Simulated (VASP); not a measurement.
# LiCuAs2 (P4/nmm) in VASP: single point with r2SCAN

Aim: the single point of LiCuAs2 with r2SCAN.

All numbers are computed with VASP 6.6.1; they aren't measurements. Logs are shortened: lines on timing, memory, paths and dates and some standing lists are left out, and cuts for length are marked.

### 1 The cell of the first run

It takes space group P4/nmm (No. 129, tetragonal). Conventional cell: a = 3.756 Å, b = 3.756 Å, c = 9.522 Å, α = 90.00°, β = 90.00°, γ = 90.00°. Cu (site symmetry -4m2) has 4 As at 2.43 Å and 4 Cu at 2.66 Å and 4 Li at 3.08 Å within 3.2 Å. Within 3.8 Å of Li (site symmetry 4mm) lie 8 As at 2.80 to 2.98 Å and 4 Cu at 3.08 Å and 4 Li at 3.76 Å. Within 3.5 Å of As (site symmetry -4m2) lie 4 As at 2.66 Å and 4 Li at 2.98 Å. As (site symmetry 4mm) has 4 Cu at 2.43 Å and 4 Li at 2.80 Å within 3.2 Å.

### 2 Single point, r2SCAN

POSCAR

```
LiCuAs2
1.0
    3.7557322015      0.0000000000      0.0000000000
    0.0000000000      3.7557322015      0.0000000000
    0.0000000000      0.0000000000      9.5221209114
Cu Li As
2 2 4
Direct
    0.7500000000      0.2500000000      0.5000000000
    0.2500000000      0.7500000000      0.5000000000
    0.2500000000      0.2500000000      0.2433969442
    0.7500000000      0.7500000000      0.7566030558
    0.7500000000      0.2500000000      0.0000000000
    0.2500000000      0.7500000000      0.0000000000
    0.7500000000      0.7500000000      0.3380361597
    0.2500000000      0.2500000000      0.6619638403
```

INCAR.step1

```
SYSTEM = LiCuAs2
ALGO = Normal ; EDIFF = 1E-4
ENCUT = 520 ; GGA = PE
ISMEAR = -1 ; LASPH = .TRUE.
LCHARG = .FALSE. ; LREAL = .FALSE.
LWAVE = .TRUE. ; NBANDS = 34
NELM = 100 ; PREC = Accurate
SIGMA = 0.0102
```

INCAR.step2

```
SYSTEM = LiCuAs2
ALGO = Normal ; EDIFF = 1E-6
ENCUT = 520 ; ISIF = 2
ISMEAR = -1 ; ISTART = 1
LASPH = .TRUE. ; LCHARG = .FALSE.
LMIXTAU = .TRUE. ; LREAL = .FALSE.
LWAVE = .FALSE. ; METAGGA = R2SCAN
NBANDS = 34 ; NELM = 100
PREC = Accurate ; SIGMA = 0.0102
```

KPOINTS

```
k-points
0
G
  8 8 4
  0 0 0
```

Potentials or basis: VASP PAW PBE potentials, release 64 (Cu, Li_sv, As).

Launch:

```bash
cat potpaw_PBE.64/Cu/POTCAR potpaw_PBE.64/Li_sv/POTCAR potpaw_PBE.64/As/POTCAR > POTCAR
cp INCAR.step1 INCAR
mpirun -np 1 vasp_std > vasp.out
cp INCAR.step2 INCAR
mpirun -np 1 vasp_std > vasp.out
```

OUTCAR:

```text
SYSTEM = LiCuAs2
   EDIFF = 1E-6
   ENCUT = 520
   ISIF = 2
   ISMEAR = -1
   ISTART = 1
   LASPH = .TRUE.
   LREAL = .FALSE.
   METAGGA = R2SCAN
   NELM = 100
   PREC = Accurate

 ion  position               nearest neighbor table
   1  0.750  0.250  0.500-   7 2.43   8 2.43   7 2.43   8 2.43   2 2.66   2 2.66   2 2.66   2 2.66

   2  0.250  0.750  0.500-   7 2.43   8 2.43   8 2.43   7 2.43   1 2.66   1 2.66   1 2.66   1 2.66

   3  0.250  0.250  0.243-
   4  0.750  0.750  0.757-
   5  0.750  0.250  0.000-   6 2.66   6 2.66   6 2.66   6 2.66
   6  0.250  0.750  0.000-   5 2.66   5 2.66   5 2.66   5 2.66
   7  0.750  0.750  0.338-   1 2.43   2 2.43   1 2.43   2 2.43
   8  0.250  0.250  0.662-   1 2.43   2 2.43   2 2.43   1 2.43

  LATTYP: Found a simple tetragonal cell.
 ALAT       =     3.7557322015
 C/A-ratio  =     2.5353567295

  Lattice vectors:

 A1 = (   3.7557322015,   0.0000000000,   0.0000000000)
 A2 = (   0.0000000000,   3.7557322015,   0.0000000000)
 A3 = (   0.0000000000,   0.0000000000,   9.5221209114)

Analysis of symmetry for initial positions (statically):
=====================================================================
 Subroutine PRICEL returns:
 Original cell was already a primitive cell.

 Routine SETGRP: Setting up the symmetry group for a
 simple tetragonal supercell.

 Subroutine GETGRP returns: Found 16 space group operations
 (whereof  4 operations were pure point group operations)
 out of a pool of 16 trial point group operations.

The static configuration has the point symmetry C_2h.
 The point group associated with its full space group is D_4h.

Analysis of symmetry for dynamics (positions and initial velocities):
=====================================================================
 Subroutine PRICEL returns:
 Original cell was already a primitive cell.

 Routine SETGRP: Setting up the symmetry group for a
 simple tetragonal supercell.

 Subroutine GETGRP returns: Found 16 space group operations
 (whereof  4 operations were pure point group operations)
 out of a pool of 16 trial point group operations.

The dynamic configuration has the point symmetry C_2h.
 The point group associated with its full space group is D_4h.

 Subroutine INISYM returns: Found 16 space group operations
 (whereof  4 operations are pure point group operations),
 and found     1 'primitive' translations

----------------------------------------------------------------------------------------

                                     Primitive cell

  volume of cell :     134.3145

  direct lattice vectors                    reciprocal lattice vectors
     3.755732201  0.000000000  0.000000000     0.266259666  0.000000000  0.000000000
     0.000000000  3.755732201  0.000000000     0.000000000  0.266259666  0.000000000
     0.000000000  0.000000000  9.522120911     0.000000000  0.000000000  0.105018620

  length of vectors
     3.755732201  3.755732201  9.522120911     0.266259666  0.266259666  0.105018620

  position of ions in fractional coordinates (direct lattice)
     0.750000000  0.250000000  0.500000000
     0.250000000  0.750000000  0.500000000
     0.250000000  0.250000000  0.243396944
     0.750000000  0.750000000  0.756603056
     0.750000000  0.250000000  0.000000000
     0.250000000  0.750000000  0.000000000
     0.750000000  0.750000000  0.338036160
     0.250000000  0.250000000  0.661963840

  ion indices of the primitive-cell ions
   primitive index   ion index
                 1           1
                 2           2
                 3           3
                 4           4
                 5           5
                 6           6
                 7           7
                 8           8

----------------------------------------------------------------------------------------

 KPOINTS: k-points

Automatic generation of k-mesh.
 Grid dimensions read from file:
 generate k-points for:    8    8    4

 Generating k-lattice:

  Cartesian coordinates                     Fractional coordinates (reciprocal lattice)
     0.033282458  0.000000000  0.000000000     0.125000000  0.000000000  0.000000000
     0.000000000  0.033282458  0.000000000     0.000000000  0.125000000  0.000000000
     0.000000000  0.000000000  0.026254655     0.000000000  0.000000000  0.250000000

  Length of vectors
     0.033282458  0.033282458  0.026254655

  Shift w.r.t. Gamma in fractional coordinates (k-lattice)
     0.000000000  0.000000000  0.000000000

 Subroutine IBZKPT returns following result:
 ===========================================

 Found     45 irreducible k-points:

 Following reciprocal coordinates:
            Coordinates               Weight
  0.000000  0.000000  0.000000      1.000000
  0.125000  0.000000  0.000000      4.000000
  0.250000  0.000000  0.000000      4.000000
  0.375000  0.000000  0.000000      4.000000
  0.500000  0.000000  0.000000      2.000000
  0.125000  0.125000  0.000000      4.000000
[... 16 lines left out ...]
  0.375000  0.125000  0.250000     16.000000
  0.500000  0.125000  0.250000      8.000000
 [... further k-points ...]
   k-points           NKPTS =     45   k-points in BZ     NKDIM =     45   number of bands    NBANDS=     34
   number of dos      NEDOS =    301   number of ions     NIONS =      8
   total plane-waves  NPLWV =  56448
   dimension x,y,z NGX =    28 NGY =   28 NGZ =   72
   dimension x,y,z NGXF=    56 NGYF=   56 NGZF=  144
   ions per type =               2   2   4
   NGX,Y,Z   is equivalent  to a cutoff of  12.39, 12.39, 12.57 a.u.
   NGXF,Y,Z  is equivalent  to a cutoff of  24.79, 24.79, 25.14 a.u.
 SYSTEM =  LiCuAs2
   PREC   = accura    normal or accurate (medium, high low for compatibility)
   ISTART =      1    job   : 0-new  1-cont  2-samecut
   ICHARG =      0    charge: 1-file 2-atom 10-const
   ISPIN  =      1    spin polarized calculation?
   LNONCOLLINEAR =      F non collinear calculations
   LSORBIT =      F    spin-orbit coupling
   LASPH  =      T    aspherical Exc in radial PAW
   ENCUT  =  520.0 eV  38.22 Ry    6.18 a.u.   6.98  6.98 17.70*2*pi/ulx,y,z
   NELM   =    100;   NELMIN=  2; NELMDL=  0     # of ELM steps
   EDIFF  = 0.1E-05   stopping-criterion for ELM
   LREAL  =      F    real-space projection
   EDIFFG = 0.1E-04   stopping-criterion for IOM
   NSW    =      0    number of steps for IOM
   IBRION =     -1    ionic relax: 0-MD 1-quasi-New 2-CG
   NFREE  =      0    steps in history (QN), initial steepest desc. (CG)
   ISIF   =      2    stress and relaxation
   ISYM   =      2    0-nonsym 1-usesym 2-fastsym
   POTIM  = 0.5000    time-step for ionic-motion
   TEBEG  =    0.0;   TEEND  =   0.0 temperature during run
   PSTRESS=    0.0 pullay stress
   NELECT =      48.0000    total number of electrons
   NUPDOWN=      -1.0000    fix difference up-down
   EMIN   =  10.00;   EMAX   =-10.00  energy-range for DOS
   EFERMI =   0.00;   METHOD = LEGACY
   ISMEAR =    -1;   SIGMA  =   0.01  broadening in eV -4-tet -1-fermi 0-gaus
   EFERMI_NEDOS =   21; number of points for ismear=-14 and -15
   IALGO  =     38    algorithm
   IMIX   =      4    mixing-type and parameters
     AMIX     =   0.40;   BMIX     =  1.00
     AMIX_MAG =   1.60;   BMIX_MAG =  1.00
  volume/ion in A,a.u.               =      16.79       113.30
  Fermi-wavevector in a.u.,A,eV,Ry     =   1.161754  2.195397 18.363415  1.349673
  Thomas-Fermi vector in A             =   2.298323
   LORBIT       =      0    0 simple, 1 ext, 2 COOP (PROOUT), +10 PAW based schemes
   METAGGA = R2SCAN    functional components
   LHFCALC =     F    Hartree Fock is set to
   AEXX    =    0.0000 exact exchange contribution
   IVDW    =     0    specifies the selected vdW correction
   LEPSILON=     F    determine dielectric tensor
   LRPA    =     F    only Hartree local field effects (RPA)
 non-spin polarized calculation
  energy-cutoff  :      520.00
  volume of cell :      134.31
 maximum number of plane-waves:      3646
 NGX is ok and might be reduce to    28
   NGX = 13   NGY = 13   NGZ = 35

 number of electron      48.0000018 magnetization

 Free energy of the ion-electron system (eV)
  ---------------------------------------------------
  ext. energy  EPLUGINS =         0.00000000
  ---------------------------------------------------
  free energy    TOTEN  =       -86.64547951 eV

  energy without entropy =      -86.64441144  energy(sigma->0) =      -86.64494548

 E-fermi :   4.7686     XC(G=0): -10.6884

 val. band max:        4.7660649648   @ k =   0.3750   0.2500   0.0000
 cond. band min:       4.7788060412   @ k =   0.2500   0.0000   0.2500
 fundamental gap:      0.0127410764
 Fermi energy:         4.7686259086

 k-point     1 :       0.0000    0.0000    0.0000
  band No.  band energies     occupation
      1     -43.2290      2.00000
      2     -43.2290      2.00000
      3      -9.6223      2.00000
      4      -7.9810      2.00000
      5      -6.8108      2.00000
      6      -1.6352      2.00000
[... 26 lines left out ...]
     33      10.7741      0.00000
     34      11.5647      0.00000

 k-point     2 :       0.1250    0.0000    0.0000
  band No.  band energies     occupation
      1     -43.2289      2.00000
      2     -43.2289      2.00000
      3      -9.4615      2.00000
      4      -7.8644      2.00000
      5      -6.7589      2.00000
      6      -2.5164      2.00000
[... 26 lines left out ...]
     33      10.9747      0.00000
     34      11.0379      0.00000

 k-point     3 :       0.2500    0.0000    0.0000
  band No.  band energies     occupation
      1     -43.2287      2.00000
      2     -43.2287      2.00000
      3      -8.9818      2.00000
      4      -7.5390      2.00000
      5      -6.6470      2.00000
      6      -4.0924      2.00000
[... 26 lines left out ...]
     33      11.4183      0.00000
     34      11.9775      0.00000
[... 704 lines left out ...]
 k-point    23 :       0.3750    0.1250    0.2500
  band No.  band energies     occupation
      1     -43.2285      2.00000
      2     -43.2285      2.00000
      3      -8.0388      2.00000
      4      -7.0331      2.00000
      5      -6.4910      2.00000
      6      -5.5621      2.00000
[... 26 lines left out ...]
     33      11.0815      0.00000
     34      11.3281      0.00000

 k-point    24 :       0.5000    0.1250    0.2500
  band No.  band energies     occupation
      1     -43.2284      2.00000
      2     -43.2284      2.00000
      3      -7.0346      2.00000
      4      -7.0346      2.00000
      5      -6.5369      2.00000
      6      -6.5369      2.00000
[... 26 lines left out ...]
     33      11.3012      0.00000
     34      11.3012      0.00000

 [... further k-points ...]

------------------------ aborting loop because EDIFF is reached ----------------------------------------

  FORCE on cell =-STRESS in cart. coord.  units (eV):
  Direction    XX          YY          ZZ          XY          YZ          ZX
  --------------------------------------------------------------------------------------
  -------------------------------------------------------------------------------------
  Total       -0.0327298     -0.0327298     -0.1295742      0.0000000      0.0000000      0.0000000
  in kB       -0.3904191     -0.3904191     -1.5456325      0.0000000      0.0000000      0.0000000
  external PRESSURE =      -0.7754903 kB  Pullay stress =       0.0000000 kB

 VOLUME and BASIS-vectors are now :
 -----------------------------------------------------------------------------
  energy-cutoff  :      520.00
  volume of cell :      134.31
      direct lattice vectors                 reciprocal lattice vectors
     3.755732201  0.000000000  0.000000000     0.266259666  0.000000000  0.000000000
     0.000000000  3.755732201  0.000000000     0.000000000  0.266259666  0.000000000
     0.000000000  0.000000000  9.522120911     0.000000000  0.000000000  0.105018620

 POSITION                                       TOTAL-FORCE (eV/Angst)
 -----------------------------------------------------------------------------------
      2.81680      0.93893      4.76106         0.000000     -0.000000      0.000000
      0.93893      2.81680      4.76106         0.000000      0.000000      0.000000
      0.93893      0.93893      2.31766         0.000000      0.000000      0.014917
      2.81680      2.81680      7.20447        -0.000000      0.000000     -0.014917
      2.81680      0.93893      0.00000         0.000000     -0.000000      0.000000
      0.93893      2.81680      0.00000        -0.000000      0.000000      0.000000
      2.81680      2.81680      3.21882        -0.000000     -0.000000     -0.041034
      0.93893      0.93893      6.30330        -0.000000     -0.000000      0.041034
 -----------------------------------------------------------------------------------
    total drift:                                0.000000      0.000000      0.000000

  FREE ENERGIE OF THE ION-ELECTRON SYSTEM (eV)
  ---------------------------------------------------
  free  energy   TOTEN  =       -86.6454795115 eV

  energy  without entropy=      -86.6444114444  energy(sigma->0) =      -86.64494548
```

Run time: 8.5 min. Hardware: 1 thread of AMD EPYC 9R45 (Zen 5), shared host; peak memory 0.33 GiB.

Results:

```yaml
Free_energy: -86.6455 eV
Largest_force: 0.041 eV/Å
Band_gap_on_the_k_mesh: zero (bands 24 and 25 overlap by 2.25 eV)
```

Forces on the atoms (eV/Å):
```
Cu   0.000  0.000  0.000
Cu   0.000  0.000  0.000
Li   0.000  0.000  0.015
Li   0.000  0.000 -0.015
As   0.000  0.000  0.000
As   0.000  0.000  0.000
As   0.000  0.000 -0.041
As   0.000  0.000  0.041
```

Caveat: the cutoff is under 1.25 times the usual one of these potentials, so pressure, stress and relaxed cells hold a basis-set (Pulay) error; the PAW data sets were made with another functional, which shifts forces and pressure a little.
